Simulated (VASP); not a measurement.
# ZnCd2Se2S (P6/mmm) in VASP: a series of runs

Runs on ZnCd2Se2S. Level: PBE. Tasks: single point, relaxation of cell and atoms.

All numbers are computed with VASP 6.6.1; they aren't measurements. Logs are shortened: lines on timing, memory, paths and dates and some standing lists are left out, and cuts for length are marked.

## 1. The cell of the first run

It takes space group P6/mmm (No. 191, hexagonal). The conventional cell has a = 4.098 Å, b = 4.098 Å, c = 10.059 Å, α = 90.00°, β = 90.00°, γ = 120.00°. Zn (site symmetry 6/mmm) has 2 Cd at 3.26 Å and 6 Zn at 4.10 Å within 4.3 Å. Within 2.3 Å of Cd (site symmetry 6mm) lie 1 S at 1.77 Å. Within 3.1 Å of Se (site symmetry -6m2) lie 3 Se at 2.37 Å and 3 S at 2.37 Å and 6 Cd at 2.95 Å. S (site symmetry 6/mmm) has 2 Cd at 1.77 Å and 6 Se at 2.37 Å within 2.4 Å.

The cell was built from a structure type or drawn by symmetry, and may not be a known phase.

## 2. Single point, PBE

Contents of INCAR:

```
  PREC = Accurate
  ENCUT = 520
  EDIFF = 1E-7
  ISMEAR = 0
  SIGMA = 0.1
  LREAL = F
  LASPH = T
  NELM = 100
  ALGO = Normal
  ISIF = 2
  LWAVE = F
  LCHARG = F
  GGA = PE
  NBANDS = 36
```

Contents of KPOINTS:

```
regular mesh
0
Gamma
  6 6 2
```

Contents of POSCAR:

```
ZnCd2Se2S
1.0
    4.0982626200      0.0000000000      0.0000000000
   -2.0491313100      3.5491995400      0.0000000000
    0.0000000000      0.0000000000     10.0589374600
Zn Cd Se S
1 2 2 1
Direct
    0.0000000000      0.0000000000      0.5000000000
    0.0000000000      0.0000000000      0.1755545300
    0.0000000000      0.0000000000      0.8244454700
    0.3333333300      0.6666666700      0.0000000000
    0.6666666700      0.3333333300      0.0000000000
    0.0000000000      0.0000000000      0.0000000000
```

Potentials or basis: VASP PAW PBE potentials, release 64 (Zn, Cd, Se, S).

On the command line:

```
> cat potpaw_PBE.64/Zn/POTCAR potpaw_PBE.64/Cd/POTCAR potpaw_PBE.64/Se/POTCAR potpaw_PBE.64/S/POTCAR > POTCAR
> mpirun -np 1 vasp_std > vasp.out
```

OUTCAR:

```text
PREC = Accurate
   ENCUT = 520
   EDIFF = 1E-7
   ISMEAR = 0
   LREAL = F
   LASPH = T
   NELM = 100
   ISIF = 2
   GGA = PE

 ion  position               nearest neighbor table
   1  0.000  0.000  0.500-   2 3.26   3 3.26
   2  0.000  0.000  0.176-   6 1.77   5 2.95   4 2.95   4 2.95   5 2.95   5 2.95   4 2.95   1 3.26
                             3 3.53
   3  0.000  0.000  0.824-   6 1.77   5 2.95   4 2.95   4 2.95   5 2.95   5 2.95   4 2.95   1 3.26
                             2 3.53
   4  0.333  0.667  0.000-   5 2.37   6 2.37   5 2.37   6 2.37   6 2.37   5 2.37   2 2.95   3 2.95
                             2 2.95   3 2.95   2 2.95   3 2.95
   5  0.667  0.333  0.000-   4 2.37   6 2.37   4 2.37   6 2.37   6 2.37   4 2.37   2 2.95   3 2.95
                             3 2.95   2 2.95   3 2.95   2 2.95
   6  0.000  0.000  0.000-   2 1.77   3 1.77   4 2.37   5 2.37   4 2.37   5 2.37   5 2.37   4 2.37

  LATTYP: Found a hexagonal cell.
 ALAT       =     4.0982626200
 C/A-ratio  =     2.4544394522

  Lattice vectors:

 A1 = (   4.0982626200,   0.0000000000,   0.0000000000)
 A2 = (  -2.0491313100,   3.5491995400,   0.0000000000)
 A3 = (   0.0000000000,   0.0000000000,  10.0589374600)

Analysis of symmetry for initial positions (statically):
=====================================================================
 Subroutine PRICEL returns:
 Original cell was already a primitive cell.

 Routine SETGRP: Setting up the symmetry group for a
 hexagonal supercell.

 Subroutine GETGRP returns: Found 24 space group operations
 (whereof 24 operations were pure point group operations)
 out of a pool of 24 trial point group operations.

The static configuration has the point symmetry D_6h.

Analysis of symmetry for dynamics (positions and initial velocities):
=====================================================================
 Subroutine PRICEL returns:
 Original cell was already a primitive cell.

 Routine SETGRP: Setting up the symmetry group for a
 hexagonal supercell.

 Subroutine GETGRP returns: Found 24 space group operations
 (whereof 24 operations were pure point group operations)
 out of a pool of 24 trial point group operations.

The dynamic configuration has the point symmetry D_6h.

 Subroutine INISYM returns: Found 24 space group operations
 (whereof 24 operations are pure point group operations),
 and found     1 'primitive' translations

----------------------------------------------------------------------------------------

                                     Primitive cell

  volume of cell :     146.3128

  direct lattice vectors                    reciprocal lattice vectors
     4.098262620  0.000000000  0.000000000     0.244005837  0.140876836  0.000000000
    -2.049131310  3.549199540  0.000000000     0.000000000  0.281753671  0.000000000
     0.000000000  0.000000000 10.058937460     0.000000000  0.000000000  0.099414079

  length of vectors
     4.098262620  4.098262620 10.058937460     0.281753671  0.281753671  0.099414079

  position of ions in fractional coordinates (direct lattice)
     0.000000000  0.000000000  0.500000000
     0.000000000  0.000000000  0.175554530
     0.000000000  0.000000000  0.824445470
     0.333333330  0.666666670  0.000000000
     0.666666670  0.333333330  0.000000000
     0.000000000  0.000000000  0.000000000

  ion indices of the primitive-cell ions
   primitive index   ion index
                 1           1
                 2           2
                 3           3
                 4           4
                 5           5
                 6           6

----------------------------------------------------------------------------------------

 KPOINTS: regular mesh

Automatic generation of k-mesh.
 Grid dimensions read from file:
 generate k-points for:    6    6    2

 Generating k-lattice:

  Cartesian coordinates                     Fractional coordinates (reciprocal lattice)
     0.040667639  0.023479473  0.000000000     0.166666667  0.000000000  0.000000000
     0.000000000  0.046958945  0.000000000     0.000000000  0.166666667  0.000000000
     0.000000000  0.000000000  0.049707039     0.000000000  0.000000000  0.500000000

  Length of vectors
     0.046958945  0.046958945  0.049707039

  Shift w.r.t. Gamma in fractional coordinates (k-lattice)
     0.000000000  0.000000000  0.000000000

 Subroutine IBZKPT returns following result:
 ===========================================

 Found     14 irreducible k-points:

 Following reciprocal coordinates:
            Coordinates               Weight
  0.000000  0.000000  0.000000      1.000000
  0.166667  0.000000  0.000000      6.000000
  0.333333 -0.000000  0.000000      6.000000
  0.500000 -0.000000  0.000000      3.000000
  0.166667  0.166667  0.000000      6.000000
  0.333333  0.166667  0.000000     12.000000
  0.333333  0.333333  0.000000      2.000000
  0.000000  0.000000  0.500000      1.000000
  0.166667  0.000000  0.500000      6.000000
[... 59 lines left out ...]
   NGX = 15   NGY = 15   NGZ = 37

 number of electron      54.0000019 magnetization

 Free energy of the ion-electron system (eV)
  ---------------------------------------------------
  ext. energy  EPLUGINS =         0.00000000
  ---------------------------------------------------
  free energy    TOTEN  =         7.36296886 eV

  energy without entropy =        7.38608792  energy(sigma->0) =        7.37452839

 E-fermi :   3.2493     XC(G=0):  -8.9823

 val. band max:        3.2016359422   @ k =   0.3333   0.1667   0.0000
 cond. band min:       3.2514959842   @ k =   0.5000  -0.0000   0.0000
 fundamental gap:      0.0498600420
 Fermi energy:         3.2492836754

 k-point     1 :       0.0000    0.0000    0.0000
  band No.  band energies     occupation
      1     -18.6113      2.00000
      2     -11.8579      2.00000
      3     -10.5350      2.00000
      4      -9.3554      2.00000
      5      -9.3554      2.00000
      6      -7.8694      2.00000
[... 28 lines left out ...]
     35       9.4296      0.00000
     36       9.4296      0.00000

 k-point     2 :       0.1667    0.0000    0.0000
  band No.  band energies     occupation
      1     -18.3298      2.00000
      2     -12.4825      2.00000
      3     -10.5168      2.00000
      4      -9.6894      2.00000
      5      -9.6183      2.00000
      6      -8.4768      2.00000
[... 28 lines left out ...]
     35       9.5820      0.00000
     36       9.5850      0.00000

 k-point     3 :       0.3333   -0.0000    0.0000
  band No.  band energies     occupation
      1     -17.5301      2.00000
      2     -13.9658      2.00000
      3     -10.8607      2.00000
      4     -10.4814      2.00000
      5     -10.0438      2.00000
      6      -8.0545      2.00000
[... 28 lines left out ...]
     35       8.0131      0.00000
     36       9.4164      0.00000

 k-point     4 :       0.5000   -0.0000    0.0000
  band No.  band energies     occupation
      1     -16.7333      2.00000
      2     -15.1132      2.00000
      3     -11.2374      2.00000
      4     -10.4641      2.00000
      5     -10.2244      2.00000
      6      -8.0968      2.00000
[... 28 lines left out ...]
     35       7.7056      0.00000
     36       9.6710      0.00000

 k-point     5 :       0.1667    0.1667    0.0000
  band No.  band energies     occupation
      1     -17.7859      2.00000
      2     -13.3444      2.00000
      3     -11.4615      2.00000
      4     -10.4903      2.00000
      5      -8.9181      2.00000
      6      -8.5340      2.00000
[... 265 lines left out ...]
 k-point    12 :       0.1667    0.1667    0.5000
  band No.  band energies     occupation
      1     -17.7859      2.00000
      2     -13.3443      2.00000
      3     -11.4615      2.00000
      4     -10.4916      2.00000
      5      -8.9177      2.00000
      6      -8.5341      2.00000
[... 28 lines left out ...]
     35       7.9259      0.00000
     36       8.0553      0.00000

 k-point    13 :       0.3333    0.1667    0.5000
  band No.  band energies     occupation
      1     -16.8621      2.00000
      2     -14.5530      2.00000
      3     -12.5959      2.00000
      4     -10.4659      2.00000
      5      -8.9437      2.00000
      6      -8.0674      2.00000
[... 28 lines left out ...]
     35       7.1101      0.00000
     36       7.6155      0.00000

 k-point    14 :       0.3333    0.3333    0.5000
  band No.  band energies     occupation
      1     -16.3874      2.00000
      2     -14.1775      2.00000
      3     -14.1775      2.00000
      4     -10.4578      2.00000
      5      -8.0135      2.00000
      6      -8.0135      2.00000
[... 28 lines left out ...]
     35       7.8447      0.00000
     36       7.8592      0.00000

------------------------ aborting loop because EDIFF is reached ----------------------------------------

  FORCE on cell =-STRESS in cart. coord.  units (eV):
  Direction    XX          YY          ZZ          XY          YZ          ZX
  --------------------------------------------------------------------------------------
  -------------------------------------------------------------------------------------
  Total       37.1238854     37.1238854     92.7261789      0.0000000      0.0000000     -0.0000000
  in kB      406.5197940    406.5197939   1015.3847505      0.0000000      0.0000000     -0.0000000
  external PRESSURE =     609.4747795 kB  Pullay stress =       0.0000000 kB

 VOLUME and BASIS-vectors are now :
 -----------------------------------------------------------------------------
  energy-cutoff  :      520.00
  volume of cell :      146.31
      direct lattice vectors                 reciprocal lattice vectors
     4.098262620  0.000000000  0.000000000     0.244005837  0.140876836  0.000000000
    -2.049131310  3.549199540  0.000000000     0.000000000  0.281753671  0.000000000
     0.000000000  0.000000000 10.058937460     0.000000000  0.000000000  0.099414079

 POSITION                                       TOTAL-FORCE (eV/Angst)
 -----------------------------------------------------------------------------------
      0.00000      0.00000      5.02947         0.000000     -0.000000      0.000000
      0.00000      0.00000      1.76589         0.000000      0.000000     28.116298
      0.00000      0.00000      8.29305         0.000000     -0.000000    -28.116298
     -0.00000      2.36613      0.00000        -0.000000     -0.000000      0.000000
      2.04913      1.18307      0.00000         0.000000      0.000000      0.000000
      0.00000      0.00000      0.00000         0.000000     -0.000000      0.000000
 -----------------------------------------------------------------------------------
    total drift:                                0.000000      0.000000     -0.000000

  FREE ENERGIE OF THE ION-ELECTRON SYSTEM (eV)
  ---------------------------------------------------
  free  energy   TOTEN  =         7.3629688614 eV

  energy  without entropy=        7.3860879161  energy(sigma->0) =        7.37452839
```

Run time: 3.6 min. Hardware: 1 thread of Intel Xeon 8259CL, shared host; peak memory 0.3 GiB.

Results:

| Item | Value |
| --- | --- |
| Free energy | 7.3630 eV |
| Pressure | 60.9 GPa |
| Largest force | 28.116 eV/Å |
| Band gap on the k mesh | zero (bands 27 and 28 overlap by 2.54 eV) |

Forces on the atoms (eV/Å):
```
Zn    0.000   0.000   0.000
Cd    0.000   0.000  28.116
Cd    0.000   0.000 -28.116
Se    0.000   0.000   0.000
Se    0.000   0.000   0.000
S     0.000   0.000   0.000
```

Caveat: the cell stands under pressure; forces of over 1 eV/Å act on the atoms, so gaps and moduli don't describe the material at rest.

## 3. Single point, PBE

This run uses another cell than the first one, of 35.87 Å³/atom.

Contents of INCAR:

```
SYSTEM = ZnCd2Se2S
PREC = Accurate ; ENCUT = 520
EDIFF = 1E-6 ; ISMEAR = 0
SIGMA = 0.1 ; LREAL = .FALSE.
LASPH = .TRUE. ; NELM = 60
ALGO = Normal ; ISIF = 2
LWAVE = .FALSE. ; LCHARG = .FALSE.
GGA = PE ; NBANDS = 36
```

Contents of KPOINTS:

```
Automatic mesh
0
G
  6 6 2
  0 0 0
```

Contents of POSCAR:

```
ZnCd2Se2S
1.0
    4.8926094803      0.0000000000      0.0000000000
   -2.4463047402      4.2371241008      0.0000000000
    0.0000000000      0.0000000000     10.3809886828
Zn Cd Se S
1 2 2 1
Direct
    0.0000000000      0.0000000000      0.5000000000
    0.0000000000      0.0000000000      0.2463348017
    0.0000000000      0.0000000000      0.7536651983
    0.3333333333      0.6666666667      0.0000000000
    0.6666666667      0.3333333333      0.0000000000
    0.0000000000      0.0000000000      0.0000000000
```

Potentials or basis: VASP PAW PBE potentials, release 64 (Zn, Cd, Se, S).

On the command line:

```
> cat potpaw_PBE.64/Zn/POTCAR potpaw_PBE.64/Cd/POTCAR potpaw_PBE.64/Se/POTCAR potpaw_PBE.64/S/POTCAR > POTCAR
> mpirun -np 1 vasp_std > vasp.out
```

Wall time 3.5 min (1 thread of Intel Xeon 8259CL, shared host); peak memory 0.39 GiB.

The run converged. Its results:

- Free energy: -11.0006 eV
- Pressure: 0.0 GPa
- Largest force: 0.006 eV/Å
- Band gap on the k mesh: zero (bands 27 and 28 overlap by 1.35 eV)

Forces on the atoms (eV/Å):
```
Zn   0.000  0.000  0.000
Cd   0.000  0.000  0.006
Cd   0.000  0.000 -0.006
Se   0.000  0.000  0.000
Se   0.000  0.000  0.000
S    0.000  0.000  0.000
```

Stress tensor (GPa, compression positive):
```
-0.02  0.00  0.00
 0.00 -0.02  0.00
 0.00  0.00  0.13
```

Levels at points of the mesh, in eV from the Fermi level:
```tsv
k point	band 25	band 26	band 27	band 28	band 29	band 30
(0.00, 0.00, 0.00)	-2.12	-1.54	-0.74	-0.28	3.00	3.00
(0.50, 0.00, 0.00)	-1.47	-1.30	-0.12	-0.05	0.14	0.68
(0.00, 0.00, 0.50)	-3.18	-1.57	-0.28	1.40	2.13	2.76
(0.50, 0.00, 0.50)	-2.11	-1.30	-0.12	0.23	0.68	0.98
```

## 4. Relaxation of cell and atoms, PBE

Contents of INCAR:

```
PREC = Accurate ; ENCUT = 600
EDIFF = 1E-6 ; ISMEAR = 0
SIGMA = 0.1 ; LREAL = False
LASPH = True ; NELM = 100
ALGO = Normal ; ISIF = 3
LWAVE = False ; LCHARG = False
GGA = PE ; IBRION = 2
NSW = 90 ; EDIFFG = -0.04
```

Contents of KPOINTS:

```
regular mesh
0
Gamma
  6 6 2
```

Contents of POSCAR:

```
ZnCd2Se2S
1.0
    4.0982626200      0.0000000000      0.0000000000
   -2.0491313100      3.5491995400      0.0000000000
    0.0000000000      0.0000000000     10.0589374600
Zn Cd Se S
1 2 2 1
Direct
    0.0000000000      0.0000000000      0.5000000000
    0.0000000000      0.0000000000      0.1755545300
    0.0000000000      0.0000000000      0.8244454700
    0.3333333300      0.6666666700      0.0000000000
    0.6666666700      0.3333333300      0.0000000000
    0.0000000000      0.0000000000      0.0000000000
```

On the command line:

```
> cat potpaw_PBE.64/Zn/POTCAR potpaw_PBE.64/Cd/POTCAR potpaw_PBE.64/Se/POTCAR potpaw_PBE.64/S/POTCAR > POTCAR
> mpirun -np 1 vasp_std > vasp.out
```

It took 48 min on 1 thread of Intel Xeon 8259CL, shared host; peak memory 0.39 GiB.

The run converged. Its results:

```yaml
Free_energy: -10.9838 eV
Relaxed_volume: 35.74 Å³/atom
Relaxed_cell: a = 4.878 Å, b = 4.878 Å, c = 10.409 Å, α = 90.00°, β = 90.00°, γ = 120.00°
Space_group_after_relaxing_to_0.1_Å: P6/mmm (No. 191)
Energy_gained_by_relaxing: 3057.6 meV/atom
Ionic_steps: 21
Pressure_after_relaxing: 0.0 GPa
Largest_force_after_relaxing: 0.023 eV/Å
Band_gap_on_the_k_mesh: zero (bands 27 and 28 overlap by 1.35 eV)
```

Forces on the atoms (eV/Å):
```
Zn   0.000  0.000  0.000
Cd   0.000  0.000  0.023
Cd   0.000  0.000 -0.023
Se   0.000  0.000  0.000
Se   0.000  0.000  0.000
S    0.000  0.000  0.000
```

The path:
```tsv
step	energy change (eV)	largest force (eV/Å)	pressure (GPa)	volume (Å³)
1	0.0000	28.1137	60.91	146.31
2	-14.6790	0.0420	-4.07	430.39
3	-15.4147	0.0335	-3.30	398.49
4	-15.7744	0.0206	-2.90	378.94
5	-16.5998	0.0304	-1.86	316.13
6	-17.1506	0.2018	2.31	221.34
7	-17.1633	0.2237	1.09	234.85
8	-17.1656	0.2133	1.64	228.20
9	-17.4834	0.3421	-0.54	240.21
10	-17.5830	0.4489	-1.74	249.18
11	-17.5976	0.4882	-2.14	252.93
12	-17.9519	0.5613	-2.28	244.87
13	-17.9300	0.4550	1.64	216.72
14	-18.1633	0.6154	-1.86	235.81
15	-18.2169	0.6133	-1.45	230.61
16	-18.2206	0.6103	-1.12	228.35
17	-18.2212	0.6122	-1.26	229.30
18	-18.3206	0.2222	-0.34	218.64
19	-18.3346	0.0080	0.24	213.41
20	-18.3448	0.0172	0.06	214.19
21	-18.3455	0.0232	0.02	214.46
```

Final structure:
```
Zn Cd Se S
1.0
     4.87755    0.00000    0.00000
    -2.43877    4.22408    0.00000
     0.00000    0.00000   10.40889
Zn Cd Se S
1 2 2 1
Direct
  0.00000 0.00000 0.50000
  0.00000 0.00000 0.24622
  0.00000 0.00000 0.75378
  0.33333 0.66667 0.00000
  0.66667 0.33333 0.00000
  0.00000 0.00000 0.00000
```

Levels at points of the mesh, in eV from the Fermi level:
```tsv
k point	band 25	band 26	band 27	band 28	band 29	band 30
(0.00, 0.00, 0.00)	-2.13	-1.53	-0.77	-0.27	3.05	3.05
(0.50, 0.00, 0.00)	-1.46	-1.31	-0.12	-0.04	0.12	0.69
(0.00, 0.00, 0.50)	-3.18	-1.57	-0.27	1.35	2.10	2.80
(0.50, 0.00, 0.50)	-2.11	-1.31	-0.11	0.24	0.69	1.00
```

Caveat: the volume moved by over 15 % at a fixed basis, so the end points are rough.

## 5. Overview

| task | cell | cutoff (eV) | gap on the mesh (eV) | pressure (GPa) | largest force (eV/Å) |
| --- | --- | --- | --- | --- | --- |
| single point | a = 4.098, b = 4.098, c = 10.059 Å, angles 90.0, 90.0, 120.0°, 6 atoms, atomic positions A | 520 | none | 60.9 | 28.12 |
| single point | a = 4.893, b = 4.893, c = 10.381 Å, angles 90.0, 90.0, 120.0°, 6 atoms, atomic positions B | 520 | none | 0.0 | 0.01 |
| relaxation of cell and atoms | relaxed from a = 4.098, b = 4.098, c = 10.059 Å, angles 90.0, 90.0, 120.0°, 6 atoms, atomic positions A | 600 | none | 0.0 | 0.02 |

Alike in all rows: level PBE; potentials or basis VASP PAW PBE potentials, release 64 (Zn, Cd, Se, S); no spin polarisation; k mesh 6 × 6 × 2; smearing gaussian 0.1 eV.

Caveats: the cell stands under pressure (at least some runs); forces of over 1 eV/Å act on the atoms, so gaps and moduli don't describe the material at rest (at least some runs); the volume moved by over 15 % at a fixed basis, so the end points are rough (at least some runs).

Total energies depend on the potentials used, so only differences within one code and one set of settings carry meaning.
